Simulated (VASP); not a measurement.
# GdTl5Co (P4/mmm) in VASP: single point with PBE

Aim: the single point of GdTl5Co with PBE.

Program: VASP 6.6.1. These are calculated values, not measurements. Logs are shortened: lines on timing, memory, paths and dates and some standing lists are left out, and cuts for length are marked.

## Step 1: The cell of the first run

The structure is tetragonal, space group P4/mmm (No. 123). Conventional cell: a = 4.772 Å, b = 4.772 Å, c = 7.723 Å, α = 90.00°, β = 90.00°, γ = 90.00°. Within 3.7 Å of Tl (site symmetry 2mm) lie 2 Co at 2.82 Å and 7 Tl at 3.01 to 3.37 Å and 2 Gd at 3.35 Å. Tl (site symmetry 4/mmm) has 8 Tl at 3.35 Å and 4 Gd at 3.37 Å within 4.4 Å. Within 3.7 Å of Co (site symmetry 4/mmm) lie 8 Tl at 2.82 Å. Within 4.4 Å of Gd (site symmetry 4/mmm) lie 12 Tl at 3.35 to 3.37 Å and 2 Co at 3.86 Å.

## Step 2: Single point, PBE, collinear spin

The input, INCAR:

```
PREC = Accurate
ENCUT = 520
EDIFF = 1E-6
ISMEAR = 1
SIGMA = 0.0109
LREAL = False
LASPH = True
NELM = 150
ALGO = Normal
ISIF = 2
LWAVE = False
LCHARG = True
ISPIN = 2
MAGMOM = 0 0 0 0 -0.01 -0.43 7.65
LORBIT = 11
LMAXMIX = 6
GGA = PE
LELF = True
LVHAR = True
NBANDS = 59
```

The input, KPOINTS:

```
Automatic mesh
0
Gamma
  5 5 3
```

The input, POSCAR:

```
GdTl5Co
1.0
    4.7724090282      0.0000000000      0.0000000000
    0.0000000000      4.7724090282      0.0000000000
    0.0000000000      0.0000000000      7.7226216269
Tl Co Gd
5 1 1
Direct
    0.0000000000      0.5000000000      0.3048929628
    0.5000000000      0.0000000000      0.3048929628
    0.0000000000      0.5000000000      0.6951070372
    0.5000000000      0.0000000000      0.6951070372
    0.5000000000      0.5000000000      0.0000000000
    0.0000000000      0.0000000000      0.5000000000
    0.0000000000      0.0000000000      0.0000000000
```

Potentials or basis: VASP PAW PBE potentials, release 64 (Tl_d, Co, Gd).

The run is started by

```console
$ cat potpaw_PBE.64/Tl_d/POTCAR potpaw_PBE.64/Co/POTCAR potpaw_PBE.64/Gd/POTCAR > POTCAR
$ mpirun -np 1 vasp_std > vasp.out
```

OUTCAR:

```text
PREC = Accurate
   ENCUT = 520
   EDIFF = 1E-6
   ISMEAR = 1
   LREAL = False
   LASPH = True
   NELM = 150
   ISIF = 2
   ISPIN = 2
   LORBIT = 11
   GGA = PE

 ion  position               nearest neighbor table
   1  0.000  0.500  0.305-   6 2.82   6 2.82   3 3.01   7 3.35   5 3.35   7 3.35   5 3.35   2 3.37
                             2 3.37   2 3.37   2 3.37
   2  0.500  0.000  0.305-   6 2.82   6 2.82   4 3.01   7 3.35   5 3.35   5 3.35   7 3.35   1 3.37
                             1 3.37   1 3.37   1 3.37
   3  0.000  0.500  0.695-   6 2.82   6 2.82   1 3.01   7 3.35   5 3.35   7 3.35   5 3.35   4 3.37
                             4 3.37   4 3.37   4 3.37
   4  0.500  0.000  0.695-   6 2.82   6 2.82   2 3.01   7 3.35   5 3.35   5 3.35   7 3.35   3 3.37
                             3 3.37   3 3.37   3 3.37
   5  0.500  0.500  0.000-   1 3.35   2 3.35   3 3.35   4 3.35   2 3.35   4 3.35   1 3.35   3 3.35
                             7 3.37   7 3.37   7 3.37   7 3.37
   6  0.000  0.000  0.500-   1 2.82   2 2.82   3 2.82   4 2.82   1 2.82   3 2.82   2 2.82   4 2.82

   7  0.000  0.000  0.000-   1 3.35   2 3.35   3 3.35   4 3.35   1 3.35   3 3.35   2 3.35   4 3.35
                             5 3.37   5 3.37   5 3.37   5 3.37

  LATTYP: Found a simple tetragonal cell.
 ALAT       =     4.7724090282
 C/A-ratio  =     1.6181810028

  Lattice vectors:

 A1 = (   4.7724090282,   0.0000000000,   0.0000000000)
 A2 = (   0.0000000000,   4.7724090282,   0.0000000000)
 A3 = (   0.0000000000,   0.0000000000,   7.7226216269)

Analysis of symmetry for initial positions (statically):
=====================================================================
 Subroutine PRICEL returns:
 Original cell was already a primitive cell.

 Routine SETGRP: Setting up the symmetry group for a
 simple tetragonal supercell.

 Subroutine GETGRP returns: Found 16 space group operations
 (whereof 16 operations were pure point group operations)
 out of a pool of 16 trial point group operations.

The static configuration has the point symmetry D_4h.

Analysis of symmetry for dynamics (positions and initial velocities):
=====================================================================
 Subroutine PRICEL returns:
 Original cell was already a primitive cell.

 Routine SETGRP: Setting up the symmetry group for a
 simple tetragonal supercell.

 Subroutine GETGRP returns: Found 16 space group operations
 (whereof 16 operations were pure point group operations)
 out of a pool of 16 trial point group operations.

The dynamic configuration has the point symmetry D_4h.

Analysis of structural, dynamic, and magnetic symmetry:
=====================================================================
 Subroutine PRICEL returns:
 Original cell was already a primitive cell.

 Routine SETGRP: Setting up the symmetry group for a
 simple tetragonal supercell.

 Subroutine GETGRP returns: Found 16 space group operations
 (whereof 16 operations were pure point group operations)
 out of a pool of 16 trial point group operations.

The overall configuration has the point symmetry D_4h.

 Subroutine INISYM returns: Found 16 space group operations
 (whereof 16 operations are pure point group operations),
 and found     1 'primitive' translations

----------------------------------------------------------------------------------------

                                     Primitive cell

  volume of cell :     175.8896

  direct lattice vectors                    reciprocal lattice vectors
     4.772409028  0.000000000  0.000000000     0.209537781  0.000000000  0.000000000
     0.000000000  4.772409028  0.000000000     0.000000000  0.209537781  0.000000000
     0.000000000  0.000000000  7.722621627     0.000000000  0.000000000  0.129489705

  length of vectors
     4.772409028  4.772409028  7.722621627     0.209537781  0.209537781  0.129489705

  position of ions in fractional coordinates (direct lattice)
     0.000000000  0.500000000  0.304892963
     0.500000000  0.000000000  0.304892963
     0.000000000  0.500000000  0.695107037
     0.500000000  0.000000000  0.695107037
     0.500000000  0.500000000  0.000000000
     0.000000000  0.000000000  0.500000000
     0.000000000  0.000000000  0.000000000

  ion indices of the primitive-cell ions
   primitive index   ion index
                 1           1
                 2           2
                 3           3
                 4           4
                 5           5
                 6           6
                 7           7

----------------------------------------------------------------------------------------

 KPOINTS: Automatic mesh

Automatic generation of k-mesh.
 Grid dimensions read from file:
 generate k-points for:    5    5    3

 Generating k-lattice:

  Cartesian coordinates                     Fractional coordinates (reciprocal lattice)
     0.041907556  0.000000000  0.000000000     0.200000000  0.000000000  0.000000000
     0.000000000  0.041907556  0.000000000     0.000000000  0.200000000  0.000000000
     0.000000000  0.000000000  0.043163235     0.000000000  0.000000000  0.333333333

  Length of vectors
     0.041907556  0.041907556  0.043163235

  Shift w.r.t. Gamma in fractional coordinates (k-lattice)
     0.000000000  0.000000000  0.000000000

 Subroutine IBZKPT returns following result:
 ===========================================

 Found     12 irreducible k-points:

 Following reciprocal coordinates:
            Coordinates               Weight
  0.000000  0.000000  0.000000      1.000000
  0.200000  0.000000  0.000000      4.000000
  0.400000  0.000000  0.000000      4.000000
  0.200000  0.200000  0.000000      4.000000
  0.400000  0.200000  0.000000      8.000000
  0.400000  0.400000  0.000000      4.000000
  0.000000  0.000000  0.333333      2.000000
  0.200000  0.000000  0.333333      8.000000
  0.400000  0.000000  0.333333      8.000000
  0.200000  0.200000  0.333333      8.000000
  0.400000  0.200000  0.333333     16.000000
  0.400000  0.400000  0.333333      8.000000
   k-points           NKPTS =     12   k-points in BZ     NKDIM =     12   number of bands    NBANDS=     59
   number of dos      NEDOS =    301   number of ions     NIONS =      7
   total plane-waves  NPLWV =  77760
   dimension x,y,z NGX =    36 NGY =   36 NGZ =   60
   dimension x,y,z NGXF=    72 NGYF=   72 NGZF=  120
   ions per type =               5   1   1
   NGX,Y,Z   is equivalent  to a cutoff of  12.54, 12.54, 12.92 a.u.
   NGXF,Y,Z  is equivalent  to a cutoff of  25.08, 25.08, 25.83 a.u.
 SYSTEM =  unknown system
   PREC   = accura    normal or accurate (medium, high low for compatibility)
   ISTART =      0    job   : 0-new  1-cont  2-samecut
   ICHARG =      2    charge: 1-file 2-atom 10-const
   ISPIN  =      2    spin polarized calculation?
   LNONCOLLINEAR =      F non collinear calculations
   LSORBIT =      F    spin-orbit coupling
   LASPH  =      T    aspherical Exc in radial PAW
   ENCUT  =  520.0 eV  38.22 Ry    6.18 a.u.   8.87  8.87 14.36*2*pi/ulx,y,z
   NELM   =    150;   NELMIN=  2; NELMDL= -5     # of ELM steps
   EDIFF  = 0.1E-05   stopping-criterion for ELM
   LREAL  =      F    real-space projection
   EDIFFG = 0.1E-04   stopping-criterion for IOM
   NSW    =      0    number of steps for IOM
   IBRION =     -1    ionic relax: 0-MD 1-quasi-New 2-CG
   NFREE  =      0    steps in history (QN), initial steepest desc. (CG)
   ISIF   =      2    stress and relaxation
   ISYM   =      2    0-nonsym 1-usesym 2-fastsym
   POTIM  = 0.5000    time-step for ionic-motion
   TEBEG  =    0.0;   TEEND  =   0.0 temperature during run
   PSTRESS=    0.0 pullay stress
   NELECT =      92.0000    total number of electrons
   NUPDOWN=      -1.0000    fix difference up-down
   EMIN   =  10.00;   EMAX   =-10.00  energy-range for DOS
   EFERMI =   0.00;   METHOD = LEGACY
   ISMEAR =     1;   SIGMA  =   0.01  broadening in eV -4-tet -1-fermi 0-gaus
   EFERMI_NEDOS =   21; number of points for ismear=-14 and -15
   IALGO  =     38    algorithm
   IMIX   =      4    mixing-type and parameters
     AMIX     =   0.40;   BMIX     =  1.00
     AMIX_MAG =   1.60;   BMIX_MAG =  1.00
  volume/ion in A,a.u.               =      25.13       169.57
  Fermi-wavevector in a.u.,A,eV,Ry     =   1.319038  2.492621 23.672261  1.739862
  Thomas-Fermi vector in A             =   2.448965
   LORBIT       =     11    0 simple, 1 ext, 2 COOP (PROOUT), +10 PAW based schemes
   GGA     = PE    functional components
   LHFCALC =     F    Hartree Fock is set to
   AEXX    =    0.0000 exact exchange contribution
   IVDW    =     0    specifies the selected vdW correction
   LEPSILON=     F    determine dielectric tensor
   LRPA    =     F    only Hartree local field effects (RPA)
 spin polarized calculation
 Methfessel and Paxton  Order N= 1 SIGMA  =   0.01
  energy-cutoff  :      520.00
  volume of cell :      175.89
 maximum number of plane-waves:      4756
 NGX is ok and might be reduce to    36
   NGX = 17   NGY = 17   NGZ = 29

 number of electron      92.0000024 magnetization       7.0588110

 Free energy of the ion-electron system (eV)
  ---------------------------------------------------
  ext. energy  EPLUGINS =         0.00000000
  ---------------------------------------------------
  free energy    TOTEN  =       -29.77863031 eV

  energy without entropy =      -29.77841765  energy(sigma->0) =      -29.77855942

 E-fermi :   6.7718     XC(G=0): -10.6196

 val. band max:        6.7627867679   @ k =   0.2000   0.2000   0.3333
 cond. band min:       6.7758823948   @ k =   0.4000   0.2000   0.3333
 fundamental gap:      0.0130956269
 Fermi energy:         6.7718169746

 spin component 1

 k-point     1 :       0.0000    0.0000    0.0000
  band No.  band energies     occupation
      1     -38.7604      1.00000
      2     -16.1977      1.00000
      3     -16.1762      1.00000
      4     -16.1762      1.00000
      5      -5.3191      1.00000
      6      -5.2234      1.00000
[... 721 lines left out ...]
     57      10.0407      0.00000
     58      10.6661      0.00000
 Fermi energy:         6.7718169746

 spin component 2

 k-point     1 :       0.0000    0.0000    0.0000
  band No.  band energies     occupation
      1     -35.6340      1.00000
      2     -13.9902      1.00000
      3     -13.9627      1.00000
      4     -13.9627      1.00000
      5      -5.3202      1.00000
      6      -5.2241      1.00000
[... 721 lines left out ...]
     57      10.6980      0.00000
     58      11.0458      0.00000
 [bands above 58 left out]

------------------------ aborting loop because EDIFF is reached ----------------------------------------

  FORCE on cell =-STRESS in cart. coord.  units (eV):
  Direction    XX          YY          ZZ          XY          YZ          ZX
  --------------------------------------------------------------------------------------
  -------------------------------------------------------------------------------------
  Total       -0.2478028     -0.2478028     -0.0884631      0.0000000      0.0000000     -0.0000000
  in kB       -2.2572347     -2.2572347     -0.8058102      0.0000000      0.0000000     -0.0000000
  external PRESSURE =      -1.7734265 kB  Pullay stress =       0.0000000 kB

 VOLUME and BASIS-vectors are now :
 -----------------------------------------------------------------------------
  energy-cutoff  :      520.00
  volume of cell :      175.89
      direct lattice vectors                 reciprocal lattice vectors
     4.772409028  0.000000000  0.000000000     0.209537781  0.000000000  0.000000000
     0.000000000  4.772409028  0.000000000     0.000000000  0.209537781  0.000000000
     0.000000000  0.000000000  7.722621627     0.000000000  0.000000000  0.129489705

 POSITION                                       TOTAL-FORCE (eV/Angst)
 -----------------------------------------------------------------------------------
      0.00000      2.38620      2.35457         0.000000      0.000000     -0.023164
      2.38620      0.00000      2.35457         0.000000      0.000000     -0.023164
      0.00000      2.38620      5.36805         0.000000      0.000000      0.023164
      2.38620      0.00000      5.36805        -0.000000      0.000000      0.023164
      2.38620      2.38620      0.00000         0.000000     -0.000000     -0.000000
      0.00000      0.00000      3.86131         0.000000     -0.000000     -0.000000
      0.00000      0.00000      0.00000         0.000000     -0.000000     -0.000000
 -----------------------------------------------------------------------------------
    total drift:                                0.000000      0.000000      0.000000

  FREE ENERGIE OF THE ION-ELECTRON SYSTEM (eV)
  ---------------------------------------------------
  free  energy   TOTEN  =       -29.7786303054 eV

  energy  without entropy=      -29.7784176486  energy(sigma->0) =      -29.77855942

 total charge

# of ion       s       p       d       f       tot
--------------------------------------------------
    1        1.091   0.555   9.636   0.000  11.282
    2        1.091   0.555   9.636   0.000  11.282
    3        1.091   0.555   9.636   0.000  11.282
    4        1.091   0.555   9.636   0.000  11.282
    5        1.113   0.554   9.623   0.000  11.290
    6        0.336   0.270   7.412   0.000   8.017
    7        2.019   5.584   0.527   7.070  15.201
--------------------------------------------------
tot          7.832   8.628  56.105   7.070  79.635

 magnetization (x)

# of ion       s       p       d       f       tot
--------------------------------------------------
    1       -0.006  -0.003   0.001   0.000  -0.007
    2       -0.006  -0.003   0.001   0.000  -0.007
    3       -0.006  -0.003   0.001   0.000  -0.007
    4       -0.006  -0.003   0.001   0.000  -0.007
    5       -0.003   0.013   0.000   0.000   0.011
    6       -0.005  -0.001  -0.018   0.000  -0.024
    7       -0.004  -0.081   0.115   6.733   6.763
--------------------------------------------------
tot         -0.034  -0.078   0.100   6.733   6.721
```

Wall time 16 min (1 thread of Intel Xeon 6975P-C (Granite Rapids), shared host); peak memory 0.46 GiB.

Results:

```
Free energy                                           : -29.7786 eV
Pressure                                              : -0.2 GPa
Largest force                                         : 0.023 eV/Å
Net moment                                            : 7.06 μB per cell
Site moments                                          : Tl -0.01, +0.01 (each value once); Co -0.02; Gd +6.76 μB
Valence electrons inside the program's atomic spheres : Tl 11.28, 11.29 (each value once); Co 8.02; Gd 15.20
```

Forces on the atoms (eV/Å):
```
Tl   0.000  0.000 -0.023
Tl   0.000  0.000 -0.023
Tl   0.000  0.000  0.023
Tl   0.000  0.000  0.023
Tl   0.000  0.000  0.000
Co   0.000  0.000  0.000
Gd   0.000  0.000  0.000
```

Caveat: spin-orbit coupling is left out, which moves the levels of the heavy elements; semilocal functionals describe open f shells poorly, which spoils levels, moments and volumes.
